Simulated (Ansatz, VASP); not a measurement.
# One calculation of KTlO2F2, two programs

INCAR

```
  PREC = Accurate
  ENCUT = 520
  EDIFF = 1E-7
  ISMEAR = 1
  SIGMA = 0.2327
  LREAL = False
  LASPH = True
  NELM = 150
  ALGO = Normal
  ISIF = 2
  LWAVE = False
  LCHARG = False
  ISPIN = 2
  MAGMOM = 3 3 2 1 3 3
  LORBIT = 11
  GGA = PS
  NBANDS = 37
```

The input KPOINTS:

```
Automatic mesh
0
Gamma
  5 5 5
```

Contents of POSCAR:

```
KTlO2F2
1.0
    1.3227180000     -4.0408750000      0.0000000000
    0.0000000000      2.2369210000     -3.6158610000
    5.5110540000      4.0408750000      0.0000000000
F O K Tl
2 2 1 1
Direct
    0.3560000000      0.6440000000      0.0680000000
    0.6440000000      0.3560000000      0.9320000000
    0.1020000000      0.8980000000      0.3060000000
    0.8980000000      0.1020000000      0.6940000000
    0.5000000000      0.5000000000      0.5000000000
    0.0000000000      0.0000000000      0.0000000000
```

Input for Ansatz:

```yaml
crystal:
  lattice:
    - [1.322718, -4.040875, 0.0]
    - [0.0, 2.236921, -3.615861]
    - [5.511054, 4.040875, 0.0]
  atoms:
    - { symbol: F, position: [0.356, 0.644, 0.068], spin: 3.0 }
    - { symbol: F, position: [0.644, 0.356, 0.932], spin: 3.0 }
    - { symbol: O, position: [0.102, 0.898, 0.306], spin: 2.0 }
    - { symbol: O, position: [0.898, 0.102, 0.694], spin: 1.0 }
    - { symbol: K, position: [0.5, 0.5, 0.5], spin: 3.0 }
    - { symbol: Tl, position: [0.0, 0.0, 0.0], spin: 3.0 }
  symmetry: { tolerance: 0.0003 }
kpoints:
  mp_grid: { grid: [5, 5, 5], shift: [0, 0, 0] }
magnetization:
  spin_polarized: true
scf:
  occupations: { method: cold, width: 0.2327 }
hamiltonian:
  pseudopotentials: { kind: paw }
  xc: pbesol
basis:
  ecutwfc: 420
output:
  forces: true
  stress: true
  eigenvalues: true
```

Alike in both runs: task single point; functional PBEsol; k mesh 5 × 5 × 5; collinear spin.

```csv
,VASP,Ansatz
version,VASP 6.6.1,Ansatz 0.2.0
potentials or method,"VASP PAW PBE potentials, release 64 (F, O, K_sv, Tl_d), cutoff 520 eV",PAW plane waves
occupations,"methfessel-paxton of order 1, width 0.2327 eV","cold, width 0.2327 eV"
valence electrons in the cell,48,48
```

```tsv
	VASP	Ansatz	Ansatz less VASP
gap on the k mesh at the Fermi level (eV)	none	none	-
pressure (GPa)	1.6	1.6	-0.02
traceless stress, the component that is largest in VASP (GPa)	3.00	2.93	-0.069
rms of the force components (eV/Å)	0.338	0.328	-0.0096
net moment per atom (μB)	0.34	0.34	+0.006
size of the moment on the site where the two differ most (μB)	0.68	0.72	+0.039
```

VASP's potentials were made for PBE, not for PBEsol. Site moments also hang on the region over which each program counts them. Atom by atom the forces differ by 0.010 eV/Å (rms over components). A gap of «none» marks a metal or a gap that the smearing closes. Ansatz's warnings: stability check not made, structure snapped to symmetry.

Neither program's run includes spin-orbit coupling.
